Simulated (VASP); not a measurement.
Set up this calculation in VASP 6.6.1, as the native input.

* Task: relaxation of cell and atoms
* Functional: PBE
* Potentials or basis: VASP PAW PBE potentials, release 64 (Ta_pv, C)
* Cutoff: 600 eV
* k mesh: 16 × 16 × 16
* Occupations: fermi-dirac, width 0.08 eV
* Spin: no spin polarisation
* Target pressure: 67 GPa
* Dipole correction: no
* Further INCAR settings: ALGO = Normal; EDIFF = 1e-07; IBRION = 2; EDIFFG = -0.005; NSW = 32; ISIF = 3

The structure of TaC (rocksalt type) lies in POSCAR:

```
TaC
1.0
    0.0000000000      2.1279987582      2.1279987582
    2.1279987582      0.0000000000      2.1279987582
    2.1279987582      2.1279987582      0.0000000000
Ta C
1 1
Direct
    0.0000000000      0.0000000000      0.0000000000
    0.5000000000      0.5000000000      0.5000000000
```

One way to write it, as run:

INCAR

```
SYSTEM = TaC
PREC = Accurate
ENCUT = 600
EDIFF = 1E-7
ISMEAR = -1
SIGMA = 0.08
LREAL = .FALSE.
LASPH = .TRUE.
NELM = 120
ALGO = Normal
ISIF = 3
LWAVE = .FALSE.
LCHARG = .FALSE.
GGA = PE
IBRION = 2
NSW = 32
EDIFFG = -0.005
PSTRESS = 670.0
GGA_COMPAT = .FALSE.
NELMIN = 4
```

KPOINTS

```
Automatic mesh
0
G
  16 16 16
  0 0 0
```

Potentials or basis: VASP PAW PBE potentials, release 64 (Ta_pv, C).

Run with:

```console
$ cat potpaw_PBE.64/Ta_pv/POTCAR potpaw_PBE.64/C/POTCAR > POTCAR
$ mpirun -np 1 vasp_std > vasp.out
```

Results of the run:

```json
{
 "Relaxed volume": "9.66 Å³/atom",
 "Relaxed cell": "a = 3.012 Å, b = 3.012 Å, c = 3.012 Å, α = 60.00°, β = 60.00°, γ = 60.00°",
 "Space group after relaxing (to 0.05 Å)": "Fm-3m (No. 225)",
 "Energy change on relaxing (the enthalpy is what falls)": "-9.3 meV/atom",
 "Ionic steps": "3",
 "Pressure after relaxing": "67.0 GPa"
}
```

Caveat: the cell is relaxed towards a set pressure, so the enthalpy falls and the energy may rise.

Run time: 25 s on 1 thread of Intel(R) Xeon(R) 6975P-C (Granite Rapids), on a shared host, peak memory 0.18 GiB.
